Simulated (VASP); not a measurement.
Here is a VASP 6.6.1 calculation.

File INCAR:

```
PREC     = Accurate       # precision mode
ENCUT    = 520            # plane-wave cutoff, eV
EDIFF    = 1E-6           # SCF threshold, eV
ISMEAR   = 0              # smearing method
SIGMA    = 0.02           # smearing width, eV
LREAL    = F              # projectors in reciprocal space
LASPH    = T              # aspherical terms in the spheres
NELM     = 80             # most SCF steps
ALGO     = Normal         # electronic algorithm
ISIF     = 2              # what is computed and relaxed
LWAVE    = F              # write WAVECAR
LCHARG   = F              # write CHGCAR
GGA      = PE             # functional
NBANDS   = 15             # bands
```

The input KPOINTS:

```
regular mesh
0
Gamma
  8 8 8
```

File POSCAR:

```
SrO
1.0
    0.0000000000      2.5806445560      2.5806445560
    2.5806445560      0.0000000000      2.5806445560
    2.5292485560      2.5292485560      0.0513960000
Sr O
1 1
Direct
    0.0000000000      0.0000000000      0.0000000000
    0.5000000000      0.5000000000      0.5000000000
```

Potentials or basis: VASP PAW PBE potentials, release 64 (Sr_sv, O).

Command:

```console
$ cat potpaw_PBE.64/Sr_sv/POTCAR potpaw_PBE.64/O/POTCAR > POTCAR
$ mpirun -np 1 vasp_std > vasp.out
```

Task: Estimate the pressure.

Result: 5.3 GPa.

Task: What does it give for the band gap on the k mesh?

Result: 3.21 eV, indirect (least direct gap 3.30 eV).

Stress tensor (GPa, compression positive):
```
 5.31  1.02 -1.02
 1.02  5.31 -1.02
-1.02 -1.02  5.31
```

Caveat: the cell differs from its parent crystal (strained). A k mesh can miss the band edges.
